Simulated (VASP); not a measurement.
SbTe2O3:

```
CELL_PARAMETERS angstrom
3.54117 0.00000 0.00000
-1.77059 3.06674 0.00000
0.00000 0.00000 10.55481
ATOMIC_POSITIONS crystal
Sb 0.00000 0.00000 0.50000
Te 0.00000 0.00000 0.77283
Te 0.00000 0.00000 0.22717
O 0.33333 0.66667 0.00000
O 0.66667 0.33333 0.00000
O 0.00000 0.00000 0.00000
```

The cell was built from a structure type or drawn by symmetry, and may not be a known phase.

* Program: VASP 6.6.1
* Task: relaxation of cell and atoms
* Functional: PBE
* Potentials or basis: VASP PAW PBE potentials, release 64 (Sb, Te, O)
* Cutoff: 600 eV
* k mesh: 12 × 12 × 4
* Occupations: gaussian, width 0.1 eV
* Spin: no spin polarisation

At the start: pressure -0.5 GPa; volume 19.10 Å³/atom.

Q: Where does the relaxation end?

A: Over 14 steps the energy falls by 2.4 meV/atom and the volume is 19.04 Å³/atom (-0.4 %); space group P6/mmm (No. 191, to 0.1 Å) before and after.

The path:
| step | energy change (eV) | largest force (eV/Å) | pressure (GPa) | volume (Å³) |
| --- | --- | --- | --- | --- |
| 1 | 0.0000 | 0.2951 | -0.46 | 114.62 |
| 2 | -0.0081 | 0.1972 | 0.14 | 113.71 |
| 3 | -0.0098 | 0.1126 | 0.66 | 112.99 |
| 4 | -0.0138 | 0.0087 | 0.20 | 113.81 |
| 5 | -0.0139 | 0.0124 | 0.08 | 113.99 |
| 6 | -0.0139 | 0.0097 | 0.08 | 113.96 |
| 7 | -0.0139 | 0.0066 | 0.10 | 113.93 |
| 8 | -0.0142 | 0.0085 | 0.00 | 114.12 |
| 9 | -0.0143 | 0.0195 | -0.09 | 114.26 |
| 10 | -0.0144 | 0.0159 | 0.02 | 114.14 |
| 11 | -0.0144 | 0.0165 | 0.02 | 114.15 |
| 12 | -0.0144 | 0.0171 | -0.01 | 114.17 |
| 13 | -0.0144 | 0.0164 | 0.03 | 114.16 |
| 14 | -0.0144 | 0.0097 | -0.03 | 114.21 |

Final structure:
```xyz
6
Lattice="3.5391 0.0000 0.0000 -1.7695 3.0649 0.0000 0.0000 0.0000 10.5295" Properties=species:S:1:pos:R:3 pbc="T T T"
Sb   -1.7695    3.0649    5.2648
Te    0.0000    0.0000    8.1815
Te    0.0000    0.0000    2.3480
O     0.0000    2.0433    0.0000
O     1.7695    1.0216    0.0000
O    -1.7695    3.0649   10.5295
```

Caveat: an odd number of electrons without spin polarisation forces a metal; a magnetic or distorted state may lie lower.
